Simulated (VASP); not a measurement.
# PbSe in VASP: notebook

PbSe is run at these levels: PBE, HF, r2SCANh, RPBE+D4; tasks: single point.

Program: VASP 6.6.1. These are calculated values, not measurements. Logs are shortened: lines on timing, memory, paths and dates and some standing lists are left out, and cuts for length are marked.

## (1) The cell of the first run

Symmetry: I4mm, No. 107, tetragonal system. The conventional cell has a = 4.328 Å, b = 4.328 Å, c = 6.183 Å, α = 90.00°, β = 90.00°, γ = 90.00°. Pb (site symmetry 4mm) has 6 Se at 3.04 to 3.14 Å within 4.0 Å. Se (site symmetry 4mm) has 6 Pb at 3.04 to 3.14 Å within 4.0 Å.

## (2) Single point, PBE, non-collinear spin, zero start, spin-orbit coupling (cell strained by +1.0% along z)

INCAR

```
ALGO = Normal
EDIFF = 1E-8
EFERMI = MIDGAP
ENCUT = 540
GGA = PE
GGA_COMPAT = F
ISIF = 2
ISMEAR = 0
LASPH = T
LCHARG = F
LORBIT = 11
LREAL = F
LSORBIT = T
LWAVE = F
MAGMOM = 0 0 0 0 0 0
NBANDS = 60
NELM = 200
PREC = Accurate
SIGMA = 0.03
```

KPOINTS

```
Automatic mesh
0
Gamma
  10 10 10
  0 0 0
```

POSCAR

```
PbSe
1.0
    0.0000000000      3.0606500000      3.0912565000
    3.0606500000      0.0000000000      3.0912565000
    3.0606500000      3.0606500000      0.0000000000
Pb Se
1 1
Direct
    0.0000000000      0.0000000000      0.0000000000
    0.5081682000      0.5081682000      0.4918318000
```

Potentials or basis: VASP PAW PBE potentials, release 64 (Pb_d, Se).

Started as:

```
> cat potpaw_PBE.64/Pb_d/POTCAR potpaw_PBE.64/Se/POTCAR > POTCAR
> mpirun -np 1 vasp_ncl > vasp.out
```

OUTCAR:

```text
EDIFF = 1E-8
   EFERMI = MIDGAP
   ENCUT = 540
   GGA = PE
   ISIF = 2
   ISMEAR = 0
   LASPH = T
   LORBIT = 11
   LREAL = F
   LSORBIT = T
   NELM = 200
   PREC = Accurate

 ion  position               nearest neighbor table
   1  0.000  0.000  0.000-   2 3.04   2 3.06   2 3.06   2 3.06   2 3.06   2 3.14
   2  0.508  0.508  0.492-   1 3.04   1 3.06   1 3.06   1 3.06   1 3.06   1 3.14

  LATTYP: Found a body centered tetragonal cell.
 ALAT       =     4.3284127397
 C/A-ratio  =     1.4283556980

  Lattice vectors:

 A1 = (  -3.0606500000,   0.0000000000,   3.0912565000)
 A2 = (   3.0606500000,   0.0000000000,   3.0912565000)
 A3 = (   0.0000000000,   3.0606500000,  -3.0912565000)

Analysis of symmetry for initial positions (statically):
=====================================================================
 Subroutine PRICEL returns:
 Original cell was already a primitive cell.

 Routine SETGRP: Setting up the symmetry group for a
 body centered tetragonal supercell.

 Subroutine GETGRP returns: Found  8 space group operations
 (whereof  8 operations were pure point group operations)
 out of a pool of 16 trial point group operations.

The static configuration has the point symmetry C_4v.

Analysis of symmetry for dynamics (positions and initial velocities):
=====================================================================
 Subroutine PRICEL returns:
 Original cell was already a primitive cell.

 Routine SETGRP: Setting up the symmetry group for a
 body centered tetragonal supercell.

 Subroutine GETGRP returns: Found  8 space group operations
 (whereof  8 operations were pure point group operations)
 out of a pool of 16 trial point group operations.

The dynamic configuration has the point symmetry C_4v.

Analysis of structural, dynamic, and magnetic symmetry:
=====================================================================
 Subroutine PRICEL returns:
 Original cell was already a primitive cell.

 Routine SETGRP: Setting up the symmetry group for a
 body centered tetragonal supercell.

 Subroutine GETGRP returns: Found  8 space group operations
[... 1017 lines left out ...]
  -------------------------------------------------------------------------------------
  Total        0.7330935      0.7330935      0.3566243      0.0000000     -0.0000000      0.0000000
  in kB       20.2804491     20.2804491      9.8657293      0.0000000     -0.0000000      0.0000000
  external PRESSURE =      16.8088758 kB  Pullay stress =       0.0000000 kB

 VOLUME and BASIS-vectors are now :
 -----------------------------------------------------------------------------
  energy-cutoff  :      540.00
  volume of cell :       57.92
      direct lattice vectors                 reciprocal lattice vectors
     0.000000000  3.060650000  3.091256500    -0.163363991  0.163363991  0.161746526
     3.060650000  0.000000000  3.091256500     0.163363991 -0.163363991  0.161746526
     3.060650000  3.060650000  0.000000000     0.163363991  0.163363991 -0.161746526

 POSITION                                       TOTAL-FORCE (eV/Angst)
 -----------------------------------------------------------------------------------
      0.00000      0.00000      0.00000         0.000000      0.000000      0.004906
      3.06065      3.06065      3.14176         0.000000      0.000000     -0.004906
 -----------------------------------------------------------------------------------
    total drift:                                0.000000      0.000000      0.000015

  FREE ENERGIE OF THE ION-ELECTRON SYSTEM (eV)
  ---------------------------------------------------
  free  energy   TOTEN  =        -8.6074724422 eV

  energy  without entropy=       -8.6074720883  energy(sigma->0) =       -8.60747227

 Spin-Orbit-Coupling matrix elements

 Ion:    1  E_soc:     -0.8422097
 l=   1
     0.0000000    -0.0732204    -0.0737892
    -0.0732204     0.0000000    -0.0732204
    -0.0737892    -0.0732204     0.0000000
 l=   2
     0.0000000    -0.0134468     0.0000000    -0.0134468    -0.0535112
    -0.0134468     0.0000000    -0.0401371    -0.0134452    -0.0133754
     0.0000000    -0.0401371     0.0000000    -0.0401371     0.0000000
    -0.0134468    -0.0134452    -0.0401371     0.0000000    -0.0133754
    -0.0535112    -0.0133754     0.0000000    -0.0133754     0.0000000
 l=   3
     0.0000000     0.0000000     0.0000000     0.0000000     0.0000000     0.0000000     0.0000000
     0.0000000     0.0000000     0.0000000     0.0000000     0.0000000     0.0000000     0.0000000
     0.0000000     0.0000000     0.0000000     0.0000000     0.0000000     0.0000000     0.0000000
     0.0000000     0.0000000     0.0000000     0.0000000     0.0000000     0.0000000     0.0000000
     0.0000000     0.0000000     0.0000000     0.0000000     0.0000000     0.0000000     0.0000000
     0.0000000     0.0000000     0.0000000     0.0000000     0.0000000     0.0000000     0.0000000
     0.0000000     0.0000000     0.0000000     0.0000000     0.0000000     0.0000000     0.0000000

 Ion:    2  E_soc:     -0.0495142
 l=   1
     0.0000000    -0.0082791    -0.0082467
    -0.0082791     0.0000000    -0.0082791
    -0.0082467    -0.0082791     0.0000000
 l=   2
     0.0000000    -0.0000020     0.0000000    -0.0000020     0.0000184
    -0.0000020     0.0000000     0.0000131    -0.0000018     0.0000045
     0.0000000     0.0000131     0.0000000     0.0000131     0.0000000
    -0.0000020    -0.0000018     0.0000131     0.0000000     0.0000045
     0.0000184     0.0000045     0.0000000     0.0000045     0.0000000
 l=   3
     0.0000000     0.0000000     0.0000000     0.0000000     0.0000000     0.0000000     0.0000000
     0.0000000     0.0000000     0.0000000     0.0000000     0.0000000     0.0000000     0.0000000
     0.0000000     0.0000000     0.0000000     0.0000000     0.0000000     0.0000000     0.0000000
     0.0000000     0.0000000     0.0000000     0.0000000     0.0000000     0.0000000     0.0000000
     0.0000000     0.0000000     0.0000000     0.0000000     0.0000000     0.0000000     0.0000000
     0.0000000     0.0000000     0.0000000     0.0000000     0.0000000     0.0000000     0.0000000
     0.0000000     0.0000000     0.0000000     0.0000000     0.0000000     0.0000000     0.0000000

 total charge

# of ion       s       p       d       tot
------------------------------------------
    1        1.467   0.556   9.841  11.864
    2        1.470   2.319   0.017   3.806
--------------------------------------------------
tot          2.937   2.875   9.859  15.670

 magnetization (x)

# of ion       s       p       d       tot
------------------------------------------
    1        0.000   0.000  -0.000   0.000
    2        0.000   0.000   0.000   0.000
--------------------------------------------------
tot          0.000   0.000  -0.000   0.000

 magnetization (y)

# of ion       s       p       d       tot
------------------------------------------
    1       -0.000   0.000   0.000  -0.000
    2        0.000  -0.000   0.000  -0.000
--------------------------------------------------
tot         -0.000  -0.000   0.000  -0.000

 magnetization (z)

# of ion       s       p       d       tot
------------------------------------------
    1       -0.000   0.000  -0.000  -0.000
    2        0.000   0.000   0.000   0.000
--------------------------------------------------
tot         -0.000   0.000  -0.000  -0.000
```

It took 27 min on 1 thread of Intel Xeon Platinum 8488C (Sapphire Rapids), shared host; peak memory 0.98 GiB.

Results:

```yaml
Free_energy: -8.6075 eV
Pressure: 1.7 GPa
Largest_force: 0.005 eV/Å
Net_moment: 0.00 μB per cell
Valence_electrons_inside_the_program's_atomic_spheres: Pb 11.86; Se 3.81
```

Forces in eV/Å, atoms in the order of the input:
```
Pb   0.000  0.000  0.005
Se   0.000  0.000 -0.005
```

Stress tensor (GPa, compression positive):
```
2.03 0.00 0.00
0.00 2.03 0.00
0.00 0.00 0.99
```

Moments on the atoms (μB; x, y, z):
```
Pb  0.00 0.00 0.00
Se  0.00 0.00 0.00
```

Caveat: the cell differs from its parent crystal (cell strained by +1.0% along z).

## (3) Single point, HF

This run uses another cell than the first one, of 28.67 Å³/atom.

POSCAR

```
PbSe
1.0
    0.0000000000      3.0606500000      3.0606500000
    3.0606500000      0.0000000000      3.0606500000
    3.0606500000      3.0606500000      0.0000000000
Pb Se
1 1
Direct
    0.0000000000      0.0000000000      0.0000000000
    0.5000000000      0.5000000000      0.5000000000
```

INCAR.step1

```
SYSTEM = PbSe
  ALGO = Normal
  EDIFF = 1E-5
  ENCUT = 520
  GGA = PE
  ISIF = 2
  ISMEAR = -1
  LASPH = .TRUE.
  LCHARG = .FALSE.
  LREAL = .FALSE.
  LWAVE = .TRUE.
  NBANDS = 17
  NELM = 80
  PREC = Accurate
  SIGMA = 0.05
```

INCAR.step2

```
SYSTEM = PbSe
  AEXX = 1.0
  AGGAC = 0.0
  ALDAC = 0.0
  ALGO = Normal
  EDIFF = 1E-6
  ENCUT = 520
  GGA = PE
  ISIF = 2
  ISMEAR = -1
  ISTART = 1
  LASPH = .TRUE.
  LCHARG = .FALSE.
  LHFCALC = .TRUE.
  LREAL = .FALSE.
  LWAVE = .FALSE.
  NBANDS = 17
  NELM = 80
  PREC = Accurate
  PRECFOCK = Normal
  SIGMA = 0.05
```

KPOINTS

```
k-points
0
G
  4 4 4
  0 0 0
```

Potentials or basis: VASP PAW PBE potentials, release 64 (Pb_d, Se).

Started as:

```
> cat potpaw_PBE.64/Pb_d/POTCAR potpaw_PBE.64/Se/POTCAR > POTCAR
> cp INCAR.step1 INCAR
> mpirun -np 1 vasp_std > vasp.out
> cp INCAR.step2 INCAR
> mpirun -np 1 vasp_std > vasp.out
```

OUTCAR:

```text
SYSTEM = PbSe
   AEXX = 1.0
   EDIFF = 1E-6
   ENCUT = 520
   GGA = PE
   ISIF = 2
   ISMEAR = -1
   ISTART = 1
   LASPH = .TRUE.
   LHFCALC = .TRUE.
   LREAL = .FALSE.
   NELM = 80
   PREC = Accurate
   PRECFOCK = Normal

 ion  position               nearest neighbor table
   1  0.000  0.000  0.000-   2 3.06   2 3.06   2 3.06   2 3.06   2 3.06   2 3.06
   2  0.500  0.500  0.500-   1 3.06   1 3.06   1 3.06   1 3.06   1 3.06   1 3.06

  LATTYP: Found a face centered cubic cell.
 ALAT       =     6.1213000000

  Lattice vectors:

 A1 = (   0.0000000000,   3.0606500000,   3.0606500000)
 A2 = (   3.0606500000,   0.0000000000,   3.0606500000)
 A3 = (   3.0606500000,   3.0606500000,   0.0000000000)

Analysis of symmetry for initial positions (statically):
=====================================================================
 Subroutine PRICEL returns:
 Original cell was already a primitive cell.

 Routine SETGRP: Setting up the symmetry group for a
 face centered cubic supercell.

 Subroutine GETGRP returns: Found 48 space group operations
 (whereof 48 operations were pure point group operations)
 out of a pool of 48 trial point group operations.

The static configuration has the point symmetry O_h .

Analysis of symmetry for dynamics (positions and initial velocities):
=====================================================================
 Subroutine PRICEL returns:
 Original cell was already a primitive cell.

 Routine SETGRP: Setting up the symmetry group for a
 face centered cubic supercell.

 Subroutine GETGRP returns: Found 48 space group operations
 (whereof 48 operations were pure point group operations)
 out of a pool of 48 trial point group operations.

The dynamic configuration has the point symmetry O_h .

 Subroutine INISYM returns: Found 48 space group operations
 (whereof 48 operations are pure point group operations),
 and found     1 'primitive' translations

----------------------------------------------------------------------------------------

                                     Primitive cell

  volume of cell :      57.3418

  direct lattice vectors                    reciprocal lattice vectors
     0.000000000  3.060650000  3.060650000    -0.163363991  0.163363991  0.163363991
     3.060650000  0.000000000  3.060650000     0.163363991 -0.163363991  0.163363991
     3.060650000  3.060650000  0.000000000     0.163363991  0.163363991 -0.163363991

  length of vectors
     4.328412740  4.328412740  4.328412740     0.282954733  0.282954733  0.282954733

  position of ions in fractional coordinates (direct lattice)
     0.000000000  0.000000000  0.000000000
     0.500000000  0.500000000  0.500000000

  ion indices of the primitive-cell ions
   primitive index   ion index
                 1           1
                 2           2

----------------------------------------------------------------------------------------

 KPOINTS: k-points

Automatic generation of k-mesh.
 Grid dimensions read from file:
 generate k-points for:    4    4    4

 Generating k-lattice:

  Cartesian coordinates                     Fractional coordinates (reciprocal lattice)
    -0.040840998  0.040840998  0.040840998     0.250000000  0.000000000  0.000000000
     0.040840998 -0.040840998  0.040840998     0.000000000  0.250000000  0.000000000
     0.040840998  0.040840998 -0.040840998     0.000000000  0.000000000  0.250000000

  Length of vectors
     0.070738683  0.070738683  0.070738683

  Shift w.r.t. Gamma in fractional coordinates (k-lattice)
     0.000000000  0.000000000  0.000000000

 Subroutine IBZKPT returns following result:
 ===========================================

 Found      8 irreducible k-points:

 Following reciprocal coordinates:
            Coordinates               Weight
  0.000000  0.000000  0.000000      1.000000
  0.250000  0.000000  0.000000      8.000000
  0.500000  0.000000  0.000000      4.000000
  0.250000  0.250000  0.000000      6.000000
  0.500000  0.250000  0.000000     24.000000
 -0.250000  0.250000  0.000000     12.000000
  0.500000  0.500000  0.000000      3.000000
 -0.250000  0.500000  0.250000      6.000000
   k-points           NKPTS =      8   k-points in BZ     NKDIM =     64   number of bands    NBANDS=     17
   number of dos      NEDOS =    301   number of ions     NIONS =      2
   total plane-waves  NPLWV =  32768
   dimension x,y,z NGX =    32 NGY =   32 NGZ =   32
   dimension x,y,z NGXF=    64 NGYF=   64 NGZF=   64
   ions per type =               1   1
   NGX,Y,Z   is equivalent  to a cutoff of  12.29, 12.29, 12.29 a.u.
   NGXF,Y,Z  is equivalent  to a cutoff of  24.58, 24.58, 24.58 a.u.
 SYSTEM =  PbSe
   PREC   = accura    normal or accurate (medium, high low for compatibility)
   ISTART =      1    job   : 0-new  1-cont  2-samecut
   ICHARG =      0    charge: 1-file 2-atom 10-const
   ISPIN  =      1    spin polarized calculation?
   LNONCOLLINEAR =      F non collinear calculations
   LSORBIT =      F    spin-orbit coupling
   LASPH  =      T    aspherical Exc in radial PAW
   ENCUT  =  520.0 eV  38.22 Ry    6.18 a.u.   8.05  8.05  8.05*2*pi/ulx,y,z
   NELM   =     80;   NELMIN=  2; NELMDL=  0     # of ELM steps
   EDIFF  = 0.1E-05   stopping-criterion for ELM
   LREAL  =      F    real-space projection
   EDIFFG = 0.1E-04   stopping-criterion for IOM
   NSW    =      0    number of steps for IOM
   IBRION =     -1    ionic relax: 0-MD 1-quasi-New 2-CG
   NFREE  =      0    steps in history (QN), initial steepest desc. (CG)
   ISIF   =      2    stress and relaxation
   ISYM   =      3    0-nonsym 1-usesym 2-fastsym
   POTIM  = 0.5000    time-step for ionic-motion
   TEBEG  =    0.0;   TEEND  =   0.0 temperature during run
   PSTRESS=    0.0 pullay stress
   NELECT =      20.0000    total number of electrons
   NUPDOWN=      -1.0000    fix difference up-down
   EMIN   =  10.00;   EMAX   =-10.00  energy-range for DOS
   EFERMI =   0.00;   METHOD = LEGACY
   ISMEAR =    -1;   SIGMA  =   0.05  broadening in eV -4-tet -1-fermi 0-gaus
   EFERMI_NEDOS =   21; number of points for ismear=-14 and -15
   IALGO  =     38    algorithm
   IMIX   =      1    mixing-type and parameters
     AMIX     =   0.40;   BMIX     =  1.00
     AMIX_MAG =   1.60;   BMIX_MAG =  1.00
  volume/ion in A,a.u.               =      28.67       193.48
  Fermi-wavevector in a.u.,A,eV,Ry     =   1.152377  2.177676 18.068159  1.327972
  Thomas-Fermi vector in A             =   2.289028
   LORBIT       =      0    0 simple, 1 ext, 2 COOP (PROOUT), +10 PAW based schemes
   GGA     = PE    functional components
   LHFCALC =     T    Hartree Fock is set to
   PRECFOCK=normal    Normal, Fast or Accurate (Low or Medium for compatibility)
   ENCUT4O =  -1.0   cutoff for four orbital integrals eV
   NKREDX  =     1    reduce k-point grid by
   NKREDY  =     1    reduce k-point grid by
   NKREDZ  =     1    reduce k-point grid by
   AEXX    =    1.0000 exact exchange contribution
   HFSCREEN=    0.0000 screening length (either q_TF or 0.3 A-1)
   HFSCREENC=   0.0000 screening length for correlation (either q_TF or 0.3 A-1)
   ENCUTFOCK=  -1.0 apply spherical cutoff to Coloumb kernel
   IVDW    =     0    specifies the selected vdW correction
   LEPSILON=     F    determine dielectric tensor
   LRPA    =     F    only Hartree local field effects (RPA)
 non-spin polarized calculation
  energy-cutoff  :      520.00
  volume of cell :       57.34
 maximum number of plane-waves:      1572
  NGX = 28; NGY = 28; NGZ = 28

 number of electron      20.0000000 magnetization

 Free energy of the ion-electron system (eV)
  ---------------------------------------------------
  ext. energy  EPLUGINS =         0.00000000
  ---------------------------------------------------
  free energy    TOTEN  =       -16.77740844 eV

  energy without entropy =      -16.77740844  energy(sigma->0) =      -16.77740844

 E-fermi :   4.8456     XC(G=0):   0.0000

 val. band max:        3.7718354967   @ k =   0.5000   0.0000   0.0000
 cond. band min:       9.1045289398   @ k =   0.5000   0.0000   0.0000
 fundamental gap:      5.3326934432
 Fermi energy:         4.8455834645

 k-point     1 :       0.0000    0.0000    0.0000
  band No.  band energies     occupation
      1     -20.1372      2.00000
      2     -20.1372      2.00000
      3     -20.0896      2.00000
      4     -20.0896      2.00000
      5     -20.0896      2.00000
      6     -15.6736      2.00000
[... 137 lines left out ...]
      4     -20.0789      2.00000
      5     -20.0477      2.00000
      6     -13.6198      2.00000
[... 9 lines left out ...]
     16      22.7928      0.00000
     17      23.5665      0.00000

------------------------ aborting loop because EDIFF is reached ----------------------------------------

  FORCE on cell =-STRESS in cart. coord.  units (eV):
  Direction    XX          YY          ZZ          XY          YZ          ZX
  --------------------------------------------------------------------------------------
  -------------------------------------------------------------------------------------
  Total        2.5220275      2.5220275      2.5220275      0.0000000     -0.0000000      0.0000000
  in kB       70.4675865     70.4675865     70.4675865      0.0000000     -0.0000000      0.0000000
  external PRESSURE =      70.4675865 kB  Pullay stress =       0.0000000 kB

 VOLUME and BASIS-vectors are now :
 -----------------------------------------------------------------------------
  energy-cutoff  :      520.00
  volume of cell :       57.34
      direct lattice vectors                 reciprocal lattice vectors
     0.000000000  3.060650000  3.060650000    -0.163363991  0.163363991  0.163363991
     3.060650000  0.000000000  3.060650000     0.163363991 -0.163363991  0.163363991
     3.060650000  3.060650000  0.000000000     0.163363991  0.163363991 -0.163363991

 POSITION                                       TOTAL-FORCE (eV/Angst)
 -----------------------------------------------------------------------------------
      0.00000      0.00000      0.00000         0.000000      0.000000      0.000000
      3.06065      3.06065      3.06065        -0.000000     -0.000000     -0.000000
 -----------------------------------------------------------------------------------
    total drift:                                0.000000     -0.000000     -0.000001

  FREE ENERGIE OF THE ION-ELECTRON SYSTEM (eV)
  ---------------------------------------------------
  free  energy   TOTEN  =       -16.7774084399 eV

  energy  without entropy=      -16.7774084398  energy(sigma->0) =      -16.77740844
```

Wall time 18 min (1 thread of AMD EPYC 7R13 (Zen 3), shared host); peak memory 0.17 GiB.

What came out:

| Item | Value |
| --- | --- |
| Free energy | -16.7774 eV |
| Pressure | 7.0 GPa |
| Band gap on the k mesh | 5.33 eV |

Caveat: the k points lie up to 0.44 Å⁻¹ apart; the PAW data sets were made with another functional, which shifts forces and pressure a little; spin-orbit coupling is left out, which moves the levels of the heavy elements. A k mesh can miss the band edges.

(Part 1 of 2 ends here.)
